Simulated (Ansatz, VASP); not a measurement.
**Two plane-wave programs on TaN**

```
CELL_PARAMETERS angstrom
5.21326 0.00000 0.00000
-2.60663 4.51482 0.00000
0.00000 0.00000 2.92067
ATOMIC_POSITIONS crystal
Ta 0.33333 0.66667 0.50000
Ta 0.66667 0.33333 0.50000
Ta 0.00000 0.00000 0.00000
N 0.39285 0.00000 0.00000
N 0.60715 0.60715 0.00000
N 0.00000 0.39285 0.00000
```

Alike in both runs: task single point; functional LDA; k mesh 5 × 5 × 8; occupations methfessel-paxton of order 1, width 0.1 eV; no spin polarisation.

|  | VASP | Ansatz |
| --- | --- | --- |
| version | VASP 6.6.1 | Ansatz 0.2.0 |
| potentials or method | VASP PAW LDA potentials, release 64 (Ta_pv, N), cutoff 520 eV | plane waves, PAW |
| valence electrons in the cell | 48 | 54 |

|  | VASP | Ansatz | Ansatz less VASP |
| --- | --- | --- | --- |
| pressure (GPa) | -11.4 | -13.0 | -1.58 |
| traceless stress, the component that is largest in VASP (GPa) | -1.96 | -1.94 | +0.026 |

LDA's correlation is that of Perdew and Zunger in VASP and of Perdew and Wang (1992) in Ansatz. VASP's potentials hold 48 valence electrons a cell and Ansatz's 54, so a difference there can come from the potentials and not from the codes.

Spin-orbit coupling is off throughout.
